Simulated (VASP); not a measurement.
Here is a VASP 6.6.1 calculation.

POSCAR

```
K8Ta7AlO24
1.0
    7.9708780000      0.0000000000      0.0000000000
    0.0000000000      7.9708780000      0.0000000000
    0.0000000000      0.0000000000      7.9708780000
K Al Ta O
8 1 7 24
Direct
    0.0074200000      0.0144860000      0.9853800000
    0.9942530000      0.9923930000      0.5050680000
    0.0084750000      0.4746250000      0.0018800000
    0.9976220000      0.4894640000      0.4967410000
    0.4953400000      0.9990940000      0.9776300000
    0.5000840000      0.9890050000      0.5114490000
    0.4923650000      0.4922450000      0.9872640000
    0.3180700000      0.2218880000      0.2444470000
    0.3932390000      0.5269910000      0.4121680000
    0.2508760000      0.2467080000      0.7366340000
    0.2179210000      0.7542790000      0.2284710000
    0.2444370000      0.7407240000      0.7437760000
    0.7712240000      0.2325970000      0.2523100000
    0.7461510000      0.2426220000      0.7442460000
    0.7287660000      0.7581230000      0.2463180000
    0.7453320000      0.7407660000      0.7446130000
    0.2617480000      0.2373070000      0.9631810000
    0.3259480000      0.3478910000      0.5233680000
    0.2489300000      0.7858840000      0.9963810000
    0.2666770000      0.6949210000      0.5038530000
    0.7459170000      0.2490610000      0.0101750000
    0.7517020000      0.2255340000      0.5008930000
    0.7371050000      0.7431370000      0.0074750000
    0.7505260000      0.7538910000      0.5018070000
    0.9935990000      0.2360570000      0.2569090000
    0.0041190000      0.2497900000      0.7298050000
    0.9770820000      0.7408570000      0.2473680000
    0.9996400000      0.7507910000      0.7496400000
    0.5750490000      0.4107280000      0.3060610000
    0.5130270000      0.2363950000      0.7541940000
    0.4933570000      0.7158620000      0.2783490000
    0.5012610000      0.7486310000      0.7542090000
    0.2464320000      0.9597070000      0.3175980000
    0.2498090000      0.9992940000      0.7090110000
    0.2494420000      0.5153310000      0.2396050000
    0.2408630000      0.5097850000      0.7835070000
    0.7072470000      0.9978680000      0.2453680000
    0.7567660000      0.9937320000      0.7619460000
    0.7339140000      0.4935640000      0.2649470000
    0.7551330000      0.4956950000      0.7513280000
```

INCAR.step1

```
  ALGO = Normal
  EDIFF = 1E-5
  ENCUT = 520
  GGA = PE
  GGA_COMPAT = False
  ISIF = 2
  ISMEAR = -1
  ISYM = -1
  LASPH = True
  LCHARG = False
  LREAL = Auto
  LWAVE = True
  NBANDS = 174
  NELM = 120
  PREC = Accurate
  SIGMA = 0.05
```

File INCAR.step2:

```
  ALGO = Normal
  EDIFF = 1E-6
  ENCUT = 520
  GGA = PE
  GGA_COMPAT = False
  HFSCREEN = 0.2079
  ISIF = 2
  ISMEAR = -1
  ISTART = 1
  ISYM = -1
  LASPH = True
  LCHARG = False
  LHFCALC = True
  LREAL = Auto
  LWAVE = False
  NBANDS = 174
  NELM = 120
  PREC = Accurate
  PRECFOCK = Fast
  SIGMA = 0.05
```

The input KPOINTS:

```
explicit points
1
Reciprocal
  0.25000000   0.25000000   0.25000000 1
```

Potentials or basis: VASP PAW PBE potentials, release 64 (K_sv, Al, Ta_pv, O).

Run with:

```console
$ cat potpaw_PBE.64/K_sv/POTCAR potpaw_PBE.64/Al/POTCAR potpaw_PBE.64/Ta_pv/POTCAR potpaw_PBE.64/O/POTCAR > POTCAR
$ cp INCAR.step1 INCAR
$ mpirun -np 1 vasp_std > vasp.out
$ cp INCAR.step2 INCAR
$ mpirun -np 1 vasp_std > vasp.out
```

**Question.** Predict the largest force.

**Answer.** 0.477 eV/Å.

**Question.** What does it give for the band gap on the k mesh?

**Answer.** 4.38 eV.

Forces on the atoms (eV/Å):
```
K    0.010 -0.005  0.049
K    0.008  0.002 -0.025
K   -0.010  0.016  0.037
K    0.012  0.003 -0.034
K   -0.027  0.017  0.067
K   -0.015  0.042 -0.037
K   -0.016 -0.010  0.014
K    0.046  0.007  0.006
Al  -0.252 -0.151 -0.049
Ta   0.108  0.099  0.181
Ta   0.090  0.128  0.165
Ta   0.007 -0.168  0.004
Ta   0.353  0.037  0.024
Ta  -0.143  0.009 -0.083
Ta   0.027  0.073 -0.035
Ta  -0.017 -0.017 -0.037
O   -0.071 -0.005 -0.382
O   -0.008  0.114  0.027
O   -0.049 -0.071  0.030
O    0.098 -0.105  0.060
O    0.003 -0.018  0.084
O   -0.005  0.031  0.012
O   -0.005 -0.012  0.150
O   -0.037 -0.056  0.014
O   -0.475 -0.034 -0.022
O   -0.023 -0.024  0.011
O   -0.053  0.045 -0.036
O   -0.003 -0.034 -0.001
O    0.336  0.191 -0.084
O    0.248  0.012 -0.019
O    0.105 -0.018 -0.006
O    0.074 -0.034 -0.052
O   -0.081 -0.390 -0.241
O   -0.015 -0.009  0.054
O    0.090  0.298  0.139
O   -0.007  0.263 -0.062
O    0.067 -0.034  0.010
O   -0.020 -0.009 -0.030
O   -0.327 -0.242  0.118
O   -0.025  0.062 -0.020
```

Caveat: the PAW data sets were made with another functional, which shifts forces and pressure a little; spin-orbit coupling is left out, which moves the levels of the heavy elements.
